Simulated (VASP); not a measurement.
A run of VASP 6.6.1:

File INCAR:

```
SYSTEM = PbO2
ALGO     = Normal         ! electronic algorithm
EDIFF    = 1E-6           ! SCF threshold, eV
EDIFFG   = -0.008         ! ionic threshold
ENCUT    = 600            ! plane-wave cutoff, eV
GGA      = PS             ! functional
IBRION   = 2              ! ionic algorithm
ISIF     = 3              ! what is computed and relaxed
ISMEAR   = 0              ! smearing method
LASPH    = .TRUE.         ! aspherical terms in the spheres
LCHARG   = .FALSE.        ! write CHGCAR
LREAL    = .FALSE.        ! projectors in reciprocal space
LWAVE    = .FALSE.        ! write WAVECAR
NELM     = 60             ! most SCF steps
NSW      = 70             ! ionic steps
PREC     = Accurate       ! precision mode
PSTRESS  = 30.0         
SIGMA    = 0.1            ! smearing width, eV
```

Contents of KPOINTS:

```
k-points
0
G
  8 8 10
  0 0 0
```

Contents of POSCAR:

```
PbO2
1.0
    4.9506327352      0.0000000000      0.0000000000
    0.0000000000      4.9506327352      0.0000000000
    0.0000000000      0.0000000000      3.3797247065
Pb O
2 4
Direct
    0.0000000000      0.0000000000      0.0000000000
    0.5000000000      0.5000000000      0.5000000000
    0.3076225152      0.3076225152      0.0000000000
    0.1923774848      0.8076225152      0.5000000000
    0.6923774848      0.6923774848      0.0000000000
    0.8076225152      0.1923774848      0.5000000000
```

Potentials or basis: VASP PAW PBE potentials, release 64 (Pb_d, O).

Run with:

```sh
$ cat potpaw_PBE.64/Pb_d/POTCAR potpaw_PBE.64/O/POTCAR > POTCAR
$ mpirun -np 1 vasp_std > vasp.out
```

Hardware: 1 thread of Intel(R) Xeon(R) 6975P-C (Granite Rapids), with other jobs on the host.

Q: Estimate the wall time of this run.

A: Wall time 9 min on 1 thread of Intel(R) Xeon(R) 6975P-C (Granite Rapids), on a shared host, peak memory 0.37 GiB. Counts: scf iterations 73, k points 90, ion steps 12.
